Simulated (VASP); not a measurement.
A run of VASP 6.6.1 is set up as follows.

File INCAR:

```
  ALGO = Normal
  EDIFF = 1E-6
  ENCUT = 520
  GGA = PE
  ISIF = 2
  ISMEAR = 0
  LASPH = True
  LCHARG = False
  LREAL = False
  LWAVE = False
  NBANDS = 60
  NELM = 60
  PREC = Accurate
  SIGMA = 0.05
```

KPOINTS

```
k-points
0
Gamma
  4 8 4
```

Contents of POSCAR:

```
TiO2
1.0
    9.5199614268      0.0000000000      0.0000000000
    0.0000000000      2.9757553183      0.0000000000
    0.0000000000      0.0000000000      4.9701988129
Ti O
4 8
Direct
    0.1378099423      0.2500000000      0.9188418011
    0.8621900577      0.7500000000      0.0811581989
    0.3621900577      0.7500000000      0.4188418011
    0.6378099423      0.2500000000      0.5811581989
    0.2665934495      0.2500000000      0.6333891596
    0.7334065505      0.7500000000      0.3666108404
    0.2334065505      0.7500000000      0.1333891596
    0.7665934495      0.2500000000      0.8666108404
    0.9696409657      0.2500000000      0.2033403145
    0.0303590343      0.7500000000      0.7966596855
    0.5303590343      0.7500000000      0.7033403145
    0.4696409657      0.2500000000      0.2966596855
```

Potentials or basis: VASP PAW PBE potentials, release 64 (Ti_sv, O).

Command:

```sh
$ cat potpaw_PBE.64/Ti_sv/POTCAR potpaw_PBE.64/O/POTCAR > POTCAR
$ mpirun -np 1 vasp_std > vasp.out
```

Question: What does it give for the band gap on the k mesh?

Answer: 2.55 eV (least direct gap 2.69 eV).

Question: What does it give for the largest force?

Answer: 0.072 eV/Å.

Question: What does it give for the pressure?

Answer: 0.7 GPa.

Forces in eV/Å, atoms in the order of the input:
```
Ti   0.023  0.000  0.038
Ti  -0.023  0.000 -0.038
Ti  -0.023  0.000  0.038
Ti   0.023  0.000 -0.038
O    0.013  0.000 -0.016
O   -0.013  0.000  0.016
O   -0.013  0.000 -0.016
O    0.013  0.000  0.016
O    0.052  0.000  0.050
O   -0.052  0.000 -0.050
O   -0.052  0.000  0.050
O    0.052  0.000 -0.050
```

A k mesh can miss the band edges. As with any semilocal functional, this PBE gap is likely too small.
